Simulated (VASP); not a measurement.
# MgO (Fm-3m) in VASP: further runs, part 2 of 2

VASP 6.6.1. Earlier steps stand in the parts before.

**3. Single point, PBEsol**

This run uses another cell than the first one, of 9.24 Å³/atom, 0.994 times its volume.

File INCAR:

```
SYSTEM = MgO
PREC     = Accurate       ! precision mode
ENCUT    = 520            ! plane-wave cutoff, eV
EDIFF    = 1E-6           ! SCF threshold, eV
ISMEAR   = 0              ! smearing method
SIGMA    = 0.01           ! smearing width, eV
LREAL    = .FALSE.        ! projectors in reciprocal space
LASPH    = .TRUE.         ! aspherical terms in the spheres
NELM     = 80             ! most SCF steps
ALGO     = Normal         ! electronic algorithm
ISIF     = 2              ! what is computed and relaxed
LWAVE    = .FALSE.        ! write WAVECAR
LCHARG   = .FALSE.        ! write CHGCAR
GGA      = PS             ! functional
NBANDS   = 11             ! bands
```

File KPOINTS:

```
regular mesh
0
G
  10 10 10
  0 0 0
```

File POSCAR:

```
MgO
1.0
    0.0000000000      2.0983923949      2.0983923949
    2.0983923949      0.0000000000      2.0983923949
    2.0983923949      2.0983923949      0.0000000000
Mg O
1 1
Direct
    0.0000000000      0.0000000000      0.0000000000
    0.5000000000      0.5000000000      0.5000000000
```

Potentials or basis: VASP PAW PBE potentials, release 64 (Mg, O).

Launch:

```bash
$ cat potpaw_PBE.64/Mg/POTCAR potpaw_PBE.64/O/POTCAR > POTCAR
$ mpirun -np 1 vasp_std > vasp.out
```

OUTCAR:

```text
SYSTEM = MgO
   PREC = Accurate
   ENCUT = 520
   EDIFF = 1E-6
   ISMEAR = 0
   LREAL = .FALSE.
   LASPH = .TRUE.
   NELM = 80
   ISIF = 2
   GGA = PS

 ion  position               nearest neighbor table
   1  0.000  0.000  0.000-   2 2.10   2 2.10   2 2.10   2 2.10   2 2.10   2 2.10
   2  0.500  0.500  0.500-   1 2.10   1 2.10   1 2.10   1 2.10   1 2.10   1 2.10

  LATTYP: Found a face centered cubic cell.
 ALAT       =     4.1967847898

  Lattice vectors:

 A1 = (   0.0000000000,   2.0983923949,   2.0983923949)
 A2 = (   2.0983923949,   0.0000000000,   2.0983923949)
 A3 = (   2.0983923949,   2.0983923949,   0.0000000000)

Analysis of symmetry for initial positions (statically):
=====================================================================
 Subroutine PRICEL returns:
 Original cell was already a primitive cell.

 Routine SETGRP: Setting up the symmetry group for a
 face centered cubic supercell.

 Subroutine GETGRP returns: Found 48 space group operations
 (whereof 48 operations were pure point group operations)
 out of a pool of 48 trial point group operations.

The static configuration has the point symmetry O_h .

Analysis of symmetry for dynamics (positions and initial velocities):
=====================================================================
 Subroutine PRICEL returns:
 Original cell was already a primitive cell.

 Routine SETGRP: Setting up the symmetry group for a
 face centered cubic supercell.

 Subroutine GETGRP returns: Found 48 space group operations
 (whereof 48 operations were pure point group operations)
 out of a pool of 48 trial point group operations.

The dynamic configuration has the point symmetry O_h .

 Subroutine INISYM returns: Found 48 space group operations
 (whereof 48 operations are pure point group operations),
 and found     1 'primitive' translations

----------------------------------------------------------------------------------------

                                     Primitive cell

  volume of cell :      18.4795

  direct lattice vectors                    reciprocal lattice vectors
     0.000000000  2.098392395  2.098392395    -0.238277646  0.238277646  0.238277646
     2.098392395  0.000000000  2.098392395     0.238277646 -0.238277646  0.238277646
     2.098392395  2.098392395  0.000000000     0.238277646  0.238277646 -0.238277646

  length of vectors
     2.967574984  2.967574984  2.967574984     0.412708989  0.412708989  0.412708989

  position of ions in fractional coordinates (direct lattice)
     0.000000000  0.000000000  0.000000000
     0.500000000  0.500000000  0.500000000

  ion indices of the primitive-cell ions
   primitive index   ion index
                 1           1
                 2           2

----------------------------------------------------------------------------------------

 KPOINTS: regular mesh

Automatic generation of k-mesh.
 Grid dimensions read from file:
 generate k-points for:   10   10   10

 Generating k-lattice:

  Cartesian coordinates                     Fractional coordinates (reciprocal lattice)
    -0.023827765  0.023827765  0.023827765     0.100000000  0.000000000  0.000000000
     0.023827765 -0.023827765  0.023827765     0.000000000  0.100000000  0.000000000
     0.023827765  0.023827765 -0.023827765     0.000000000  0.000000000  0.100000000

  Length of vectors
     0.041270899  0.041270899  0.041270899

  Shift w.r.t. Gamma in fractional coordinates (k-lattice)
     0.000000000  0.000000000  0.000000000

 Subroutine IBZKPT returns following result:
 ===========================================

 Found     47 irreducible k-points:

 Following reciprocal coordinates:
            Coordinates               Weight
  0.000000  0.000000  0.000000      1.000000
  0.100000  0.000000  0.000000      8.000000
  0.200000  0.000000  0.000000      8.000000
  0.300000  0.000000  0.000000      8.000000
  0.400000  0.000000  0.000000      8.000000
  0.500000  0.000000  0.000000      4.000000
[... 16 lines left out ...]
  0.300000  0.300000  0.000000      6.000000
  0.400000  0.300000  0.000000     24.000000
 [... further k-points ...]
   k-points           NKPTS =     47   k-points in BZ     NKDIM =     47   number of bands    NBANDS=     11
   number of dos      NEDOS =    301   number of ions     NIONS =      2
   total plane-waves  NPLWV =  13824
   dimension x,y,z NGX =    24 NGY =   24 NGZ =   24
   dimension x,y,z NGXF=    48 NGYF=   48 NGZF=   48
   ions per type =               1   1
   NGX,Y,Z   is equivalent  to a cutoff of  13.44, 13.44, 13.44 a.u.
   NGXF,Y,Z  is equivalent  to a cutoff of  26.89, 26.89, 26.89 a.u.
 SYSTEM =  MgO
   PREC   = accura    normal or accurate (medium, high low for compatibility)
   ISTART =      0    job   : 0-new  1-cont  2-samecut
   ICHARG =      2    charge: 1-file 2-atom 10-const
   ISPIN  =      1    spin polarized calculation?
   LNONCOLLINEAR =      F non collinear calculations
   LSORBIT =      F    spin-orbit coupling
   LASPH  =      T    aspherical Exc in radial PAW
   ENCUT  =  520.0 eV  38.22 Ry    6.18 a.u.   5.52  5.52  5.52*2*pi/ulx,y,z
   NELM   =     80;   NELMIN=  2; NELMDL= -5     # of ELM steps
   EDIFF  = 0.1E-05   stopping-criterion for ELM
   LREAL  =      F    real-space projection
   EDIFFG = 0.1E-04   stopping-criterion for IOM
   NSW    =      0    number of steps for IOM
   IBRION =     -1    ionic relax: 0-MD 1-quasi-New 2-CG
   NFREE  =      0    steps in history (QN), initial steepest desc. (CG)
   ISIF   =      2    stress and relaxation
   ISYM   =      2    0-nonsym 1-usesym 2-fastsym
   POTIM  = 0.5000    time-step for ionic-motion
   TEBEG  =    0.0;   TEEND  =   0.0 temperature during run
   PSTRESS=    0.0 pullay stress
   NELECT =       8.0000    total number of electrons
   NUPDOWN=      -1.0000    fix difference up-down
   EMIN   =  10.00;   EMAX   =-10.00  energy-range for DOS
   EFERMI =   0.00;   METHOD = LEGACY
   ISMEAR =     0;   SIGMA  =   0.01  broadening in eV -4-tet -1-fermi 0-gaus
   EFERMI_NEDOS =   21; number of points for ismear=-14 and -15
   IALGO  =     38    algorithm
   IMIX   =      4    mixing-type and parameters
     AMIX     =   0.40;   BMIX     =  1.00
     AMIX_MAG =   1.60;   BMIX_MAG =  1.00
  volume/ion in A,a.u.               =       9.24        62.35
  Fermi-wavevector in a.u.,A,eV,Ry     =   1.238439  2.340311 20.867696  1.533732
  Thomas-Fermi vector in A             =   2.372965
   LORBIT       =      0    0 simple, 1 ext, 2 COOP (PROOUT), +10 PAW based schemes
   GGA     = PS    functional components
   LHFCALC =     F    Hartree Fock is set to
   AEXX    =    0.0000 exact exchange contribution
   IVDW    =     0    specifies the selected vdW correction
   LEPSILON=     F    determine dielectric tensor
   LRPA    =     F    only Hartree local field effects (RPA)
 non-spin polarized calculation
 Gauss-broadening in eV      SIGMA  =   0.01
  energy-cutoff  :      520.00
  volume of cell :       18.48
 maximum number of plane-waves:       531
 NGX is ok and might be reduce to    24
   NGX = 11   NGY = 11   NGZ = 11

 number of electron       8.0000004 magnetization

 Free energy of the ion-electron system (eV)
  ---------------------------------------------------
  ext. energy  EPLUGINS =         0.00000000
  ---------------------------------------------------
  free energy    TOTEN  =       -12.51143609 eV

  energy without entropy =      -12.51143609  energy(sigma->0) =      -12.51143609

 E-fermi :   3.3235     XC(G=0): -11.3632

 val. band max:        3.1496594528   @ k =   0.0000   0.0000   0.0000
 cond. band min:       7.8898654494   @ k =   0.0000   0.0000   0.0000
 fundamental gap:      4.7402059966
 Fermi energy:         3.3234603835

 k-point     1 :       0.0000    0.0000    0.0000
  band No.  band energies     occupation
      1     -14.1133      2.00000
      2       3.1497      2.00000
      3       3.1497      2.00000
      4       3.1497      2.00000
      5       7.8899      0.00000
      6      18.8418      0.00000
      7      18.8418      0.00000
      8      18.8418      0.00000
      9      22.7132      0.00000
     10      24.6097      0.00000
     11      24.6097      0.00000
[... 309 lines left out ...]
 k-point    24 :       0.4000    0.3000    0.0000
  band No.  band energies     occupation
      1     -12.8211      2.00000
      2      -0.5137      2.00000
      3       1.8104      2.00000
      4       2.0369      2.00000
      5      12.7113      0.00000
      6      13.2006      0.00000
      7      16.7447      0.00000
      8      21.3372      0.00000
      9      21.5439      0.00000
     10      28.0457      0.00000
     11      30.2625      0.00000

 [... further k-points ...]
[... 5 lines left out ...]
  --------------------------------------------------------------------------------------
  -------------------------------------------------------------------------------------
  Total        0.1735695      0.1735695      0.1735695      0.0000000      0.0000000      0.0000000
  in kB       15.0485205     15.0485205     15.0485205      0.0000000      0.0000000      0.0000000
  external PRESSURE =      15.0485205 kB  Pullay stress =       0.0000000 kB

 VOLUME and BASIS-vectors are now :
 -----------------------------------------------------------------------------
  energy-cutoff  :      520.00
  volume of cell :       18.48
      direct lattice vectors                 reciprocal lattice vectors
     0.000000000  2.098392395  2.098392395    -0.238277646  0.238277646  0.238277646
     2.098392395  0.000000000  2.098392395     0.238277646 -0.238277646  0.238277646
     2.098392395  2.098392395  0.000000000     0.238277646  0.238277646 -0.238277646

 POSITION                                       TOTAL-FORCE (eV/Angst)
 -----------------------------------------------------------------------------------
      0.00000      0.00000      0.00000        -0.000000     -0.000000      0.000000
      2.09839      2.09839      2.09839         0.000000      0.000000      0.000000
 -----------------------------------------------------------------------------------
    total drift:                               -0.000000     -0.000000      0.000000

  FREE ENERGIE OF THE ION-ELECTRON SYSTEM (eV)
  ---------------------------------------------------
  free  energy   TOTEN  =       -12.5114360936 eV

  energy  without entropy=      -12.5114360936  energy(sigma->0) =      -12.51143609
```

It took 14 s on 1 thread of Intel Xeon 8259CL, shared host; peak memory 0.14 GiB.

What came out:

```
Free energy            : -12.5114 eV
Pressure               : 1.5 GPa
Band gap on the k mesh : 4.74 eV, direct
```

Levels at points of the mesh, in eV from the valence-band top:
| k point | band 1 | band 2 | band 3 | band 4 | band 5 | band 6 | band 7 | band 8 | band 9 |
| --- | --- | --- | --- | --- | --- | --- | --- | --- | --- |
| (0.00, 0.00, 0.00) | -17.26 | 0.00 | 0.00 | 0.00 | 4.74 | 15.69 | 15.69 | 15.69 | 19.56 |
| (0.50, 0.00, 0.00) | -15.92 | -4.73 | -0.68 | -0.68 | 7.81 | 12.63 | 16.29 | 16.29 | 20.93 |
| (0.50, 0.50, 0.00) | -15.65 | -4.19 | -1.38 | -1.38 | 8.93 | 9.99 | 13.09 | 19.01 | 19.01 |

Caveat: the PAW data sets were made with another functional, which shifts forces and pressure a little. PBEsol gaps usually lie below the measured ones, often by a third to a half.

**4. Relaxation of cell and atoms, PBEsol, target pressure 1 GPa, at which the enthalpy is minimised**

This run uses another cell than the first one, of 9.36 Å³/atom, 1.006 times its volume.

File INCAR:

```
PREC = Accurate
ENCUT = 600
EDIFF = 1E-6
ISMEAR = 0
SIGMA = 0.01
LREAL = F
LASPH = T
NELM = 100
ALGO = Normal
ISIF = 3
LWAVE = F
LCHARG = F
GGA = PS
IBRION = 2
NSW = 100
EDIFFG = -0.002
PSTRESS = 10.0
```

File KPOINTS:

```
regular mesh
0
Gamma
  10 10 10
```

File POSCAR:

```
MgO
1.0
    0.0000000000      2.1071396364      2.1071396364
    2.1071396364      0.0000000000      2.1071396364
    2.1071396364      2.1071396364      0.0000000000
Mg O
1 1
Direct
    0.0000000000      0.0000000000      0.0000000000
    0.5000000000      0.5000000000      0.5000000000
```

Launch:

```bash
$ cat potpaw_PBE.64/Mg/POTCAR potpaw_PBE.64/O/POTCAR > POTCAR
$ mpirun -np 1 vasp_std > vasp.out
```

Wall time 28 s (1 thread of Intel Xeon 8259CL, shared host); peak memory 0.15 GiB.

Results (log left out):

```yaml
Free_energy: -12.5153 eV
Relaxed_volume: 9.26 Å³/atom
Relaxed_cell: a = 2.969 Å, b = 2.969 Å, c = 2.969 Å, α = 60.00°, β = 60.00°, γ = 60.00°
Space_group_after_relaxing_to_0.05_Å: Fm-3m (No. 225)
Energy_change_on_relaxing_the_enthalpy_is_what_falls: +0.1 meV/atom
Ionic_steps: 3
Pressure_after_relaxing: 1.0 GPa
Band_gap_on_the_k_mesh: 4.72 eV, direct
```

The path:
| step | energy change (eV) | largest force (eV/Å) | pressure (GPa) | volume (Å³) |
| --- | --- | --- | --- | --- |
| 1 | 0.0000 | 0.0000 | -0.74 | 18.71 |
| 2 | 0.0008 | 0.0000 | 1.67 | 18.44 |
| 3 | 0.0002 | 0.0000 | 1.00 | 18.51 |

Final structure:
```
Mg O
1.0
     0.00000    2.09962    2.09962
     2.09962    0.00000    2.09962
     2.09962    2.09962    0.00000
Mg O
1 1
Direct
  0.00000 0.00000 0.00000
  0.50000 0.50000 0.50000
```

Levels at points of the mesh, in eV from the valence-band top:
| k point | band 1 | band 2 | band 3 | band 4 | band 5 | band 6 | band 7 | band 8 |
| --- | --- | --- | --- | --- | --- | --- | --- | --- |
| (0.00, 0.00, 0.00) | -17.25 | 0.00 | 0.00 | 0.00 | 4.72 | 15.69 | 15.69 | 15.69 |
| (0.50, 0.00, 0.00) | -15.92 | -4.72 | -0.67 | -0.67 | 7.80 | 12.61 | 16.27 | 16.27 |
| (0.50, 0.50, 0.00) | -15.65 | -4.18 | -1.38 | -1.38 | 8.93 | 9.98 | 13.07 | 18.98 |

Caveat: the cell is relaxed towards a set pressure, so the enthalpy falls and the energy may rise; the PAW data sets were made with another functional, which shifts forces and pressure a little.

**5. Summary**

| task | cell | cutoff (eV) | gap on the mesh (eV) | pressure (GPa) |
| --- | --- | --- | --- | --- |
| single point | a = 2.974 Å, angles 60.0°, 2 atoms | 520 | 4.68 | 0.5 |
| single point | a = 2.968 Å, angles 60.0°, 2 atoms | 520 | 4.74 | 1.5 |
| relaxation of cell and atoms | relaxed to 1 GPa from a = 2.980 Å, angles 60.0°, 2 atoms | 600 | 4.72 | 1.0 |

Alike in all rows: level PBEsol; potentials or basis VASP PAW PBE potentials, release 64 (Mg, O); no spin polarisation; k mesh 10 × 10 × 10; smearing gaussian 0.01 eV.

Caveats: the PAW data sets were made with another functional, which shifts forces and pressure a little; the cell is relaxed towards a set pressure, so the enthalpy falls and the energy may rise (some runs).

Total energies depend on the potentials used, so only differences within one code and one set of settings carry meaning.
